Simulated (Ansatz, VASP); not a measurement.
## One calculation of BaTiO3, two programs

```
CELL_PARAMETERS angstrom
4.06367 0.00000 0.00000
0.00000 2.89254 2.90095
0.00000 -2.89254 2.90095
ATOMIC_POSITIONS crystal
Ba 0.00000 0.00000 0.00000
Ti 0.50000 0.51240 0.51240
O 0.00000 0.48740 0.48740
O 0.50000 0.50524 0.99184
O 0.50000 0.99184 0.50524
```

Alike in both runs: task single point; functional r2SCAN; k mesh 6 × 6 × 6; no spin polarisation.

|  | VASP | Ansatz |
| --- | --- | --- |
| version | VASP 6.6.1 | Ansatz 0.2.0 |
| potentials or method | VASP PAW PBE potentials, release 64 (Ba_sv, Ti_sv, O), cutoff 520 eV | plane waves, PAW |
| occupations | gaussian, width 0.01 eV | fixed |
| valence electrons in the cell | 40 | 40 |

VASP gave:

```
pressure (GPa)                                                : -8.3
traceless stress, the component that is largest in VASP (GPa) : -0.35
```

Question: Which values does Ansatz return?

Answer: Pressure (GPa): -9.8; traceless stress, the component that is largest in VASP (GPa): -0.35.

VASP's potentials were made for PBE, not for r2SCAN.

Neither program's run includes spin-orbit coupling.
